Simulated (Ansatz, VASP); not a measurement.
# One calculation of CsLi26H27, two programs

```xyz
54
Lattice="0.0000 6.0259 6.0259 6.0259 0.0000 6.0259 6.0259 6.0259 0.0000" Properties=species:S:1:pos:R:3 pbc="T T T"
Cs    0.0000    0.0000    0.0000
Li    2.0926    2.0926    0.0000
Li    3.9333    3.9333    0.0000
Li    2.0926    0.0000    2.0926
Li    4.0407    1.9852    1.9852
Li    6.0259    3.9333    2.0926
Li    3.9333    0.0000    3.9333
Li    6.0259    2.0926    3.9333
Li    8.0110    4.0407    4.0407
Li    0.0000    2.0926    2.0926
Li    1.9852    4.0407    1.9852
Li    3.9333    6.0259    2.0926
Li    1.9852    1.9852    4.0407
Li    4.0407    4.0407    4.0407
Li    6.0259    6.0259    4.0928
Li    3.9333    2.0926    6.0259
Li    6.0259    4.0928    6.0259
Li    7.9589    6.0259    6.0259
Li    0.0000    3.9333    3.9333
Li    2.0926    6.0259    3.9333
Li    4.0407    8.0110    4.0407
Li    2.0926    3.9333    6.0259
Li    4.0928    6.0259    6.0259
Li    6.0259    7.9589    6.0259
Li    4.0407    4.0407    8.0110
Li    6.0259    6.0259    7.9589
Li    8.0110    8.0110    8.0110
H     1.9856    1.9856    1.9856
H     4.0402    4.0402    1.9856
H     6.0259    6.0259    2.4382
H     4.0402    1.9856    4.0402
H     6.0259    4.0193    4.0193
H     8.0325    6.0259    4.0193
H     6.0259    2.4382    6.0259
H     8.0325    4.0193    6.0259
H     9.6135    6.0259    6.0259
H     1.9856    4.0402    4.0402
H     4.0193    6.0259    4.0193
H     6.0259    8.0325    4.0193
H     4.0193    4.0193    6.0259
H     6.0259    6.0259    6.0259
H     8.0325    8.0325    6.0259
H     6.0259    4.0193    8.0325
H     8.0325    6.0259    8.0325
H    10.0661    8.0115    8.0115
H     2.4382    6.0259    6.0259
H     4.0193    8.0325    6.0259
H     6.0259    9.6135    6.0259
H     4.0193    6.0259    8.0325
H     6.0259    8.0325    8.0325
H     8.0115   10.0661    8.0115
H     6.0259    6.0259    9.6135
H     8.0115    8.0115   10.0661
H    10.0661   10.0661   10.0661
```

Alike in both runs: functional PBE; k mesh 3 × 3 × 3; occupations fermi-dirac, width 0.01 eV; no spin polarisation.

Ansatz relaxed the structure, and its values are those at the end. VASP's run is a single point on that final structure, the one shown.

```csv
,VASP,Ansatz
version,VASP 6.6.1,Ansatz 0.2.0
potentials or method,"VASP PAW PBE potentials, release 64 (Cs_sv, Li_sv, H)","plane-wave PAW, scalar-relativistic"
plane-wave cutoff (eV),520,420
valence electrons in the cell,114,114
```

```tsv
	VASP	Ansatz	Ansatz less VASP
gap on the k mesh at the Fermi level (eV)	2.97	2.99	+0.016
rms of the force components (eV/Å)	0.009	0.006	-0.0026
```

With one functional, cell and mesh, what is left measures potentials, basis and numerics. Ansatz's warnings: stress scf threshold loose.

Neither program's run includes spin-orbit coupling. Noted on VASP's run: the cutoff is under 1.25 times that of the potentials, so the pressure is a little rough.
